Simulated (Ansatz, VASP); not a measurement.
Two plane-wave programs on Ga

INCAR

```
SYSTEM = Ga
PREC     = Accurate       ! precision mode
ENCUT    = 520            ! plane-wave cutoff, eV
EDIFF    = 1E-7           ! SCF threshold, eV
ISMEAR   = 0              ! smearing method
SIGMA    = 0.15           ! smearing width, eV
LREAL    = .FALSE.        ! projectors in reciprocal space
LASPH    = .TRUE.         ! aspherical terms in the spheres
NELM     = 60             ! most SCF steps
ALGO     = Fast           ! electronic algorithm
ISIF     = 2              ! what is computed and relaxed
LWAVE    = .FALSE.        ! write WAVECAR
LCHARG   = .FALSE.        ! write CHGCAR
GGA      = PS             ! functional
NBANDS   = 12             ! bands
```

Contents of KPOINTS:

```
regular mesh
0
G
  24 24 24
  0 0 0
```

POSCAR

```
Ga
1.0
   -1.4040000000      1.3969800000      2.2290000000
    1.4040000000     -1.3969800000      2.2290000000
    1.4040000000      1.3969800000     -2.2290000000
Ga
1
Direct
    0.0000000000      0.0000000000      0.0000000000
```

Input for Ansatz:

```yaml
crystal:
  lattice:
    - [-1.404, 1.39698, 2.229]
    - [1.404, -1.39698, 2.229]
    - [1.404, 1.39698, -2.229]
  atoms:
    - { symbol: Ga, position: [0.0, 0.0, 0.0] }
basis:
  ecutwfc: 420
kpoints:
  mp_grid: { grid: [24, 24, 24] }
hamiltonian:
  xc: pbesol
scf:
  occupations: { method: gaussian, width: 0.15 }
output:
  forces: true
  stress: true
  eigenvalues: true
```

Change from the starting cell: strain -0.0050 x Voigt [0, 1, 0, 0, 0, 0], atoms carried along.

Alike in both runs: task single point; functional PBEsol; k mesh 24 × 24 × 24; occupations gaussian, width 0.15 eV; no spin polarisation.

|  | VASP | Ansatz |
| --- | --- | --- |
| version | VASP 6.6.1 | Ansatz 0.2.0 |
| potentials or method | VASP PAW PBE potentials, release 64 (Ga_d), cutoff 520 eV | scalar-relativistic, plane waves, PAW |
| valence electrons in the cell | 13 | 13 |

```tsv
	VASP	Ansatz	Ansatz less VASP
gap on the k mesh at the Fermi level (eV)	none	none	-
pressure (GPa)	0.7	0.8	+0.03
```

VASP's potentials were made for PBE, not for PBEsol. A gap of «none» marks a metal or a gap that the smearing closes.
